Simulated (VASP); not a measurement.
Input of a VASP 6.6.1 run:

Contents of INCAR:

```
PREC     = Accurate       # precision mode
ENCUT    = 500            # plane-wave cutoff, eV
EDIFF    = 1E-6           # SCF threshold, eV
ISMEAR   = 0              # smearing method
SIGMA    = 0.2            # smearing width, eV
LREAL    = F              # projectors in reciprocal space
LASPH    = T              # aspherical terms in the spheres
NELM     = 200            # most SCF steps
ALGO     = Normal         # electronic algorithm
ISIF     = 2              # what is computed and relaxed
LWAVE    = F              # write WAVECAR
LCHARG   = T              # write CHGCAR
GGA      = PE             # functional
LELF     = T              # ELF
LVHAR    = T            
NBANDS   = 38             # bands
GGA_COMPAT= F            
LMAXMIX  = 6              # l up to which the mixer works
```

File KPOINTS:

```
Automatic mesh
0
Gamma
  5 5 2
```

The input POSCAR:

```
SmTa3Cl2
1.0
    4.7146154093      0.0000000000      0.0000000000
   -2.3573077046      4.0829767135      0.0000000000
    0.0000000000      0.0000000000      9.2323497366
Sm Ta Cl
1 3 2
Direct
    0.0000000000      0.0000000000      0.0000000000
    0.3333333333      0.6666666667      0.5000000000
    0.0000000000      0.0000000000      0.6278183977
    0.0000000000      0.0000000000      0.3721816023
    0.6666666667      0.3333333333      0.0000000000
    0.3333333333      0.6666666667      0.0000000000
```

Potentials or basis: VASP PAW PBE potentials, release 64 (Sm_3, Ta_pv, Cl), 4f in core.

Command:

```bash
$ cat potpaw_PBE.64/Sm_3/POTCAR potpaw_PBE.64/Ta_pv/POTCAR potpaw_PBE.64/Cl/POTCAR > POTCAR
$ mpirun -np 1 vasp_std > vasp.out
```

Question: Estimate the pressure.

Answer: 0.6 GPa.

Question: Estimate the largest force.

Answer: 0.097 eV/Å.

Question: Predict the band gap on the k mesh.

Answer: Zero (bands 29 and 30 overlap by 0.20 eV).

Stress tensor (GPa, compression positive):
```
0.74 0.00 0.00
0.00 0.74 0.00
0.00 0.00 0.46
```

Caveat: spin-orbit coupling is left out, which moves the levels of the heavy elements; the 4f electrons are frozen in the core, so they carry no moment and show no levels; the run has no spin polarisation, though such a crystal can be magnetic. With open d or f shells a metallic result of PBE can be an artefact of self-interaction; +U or a hybrid may open a gap.
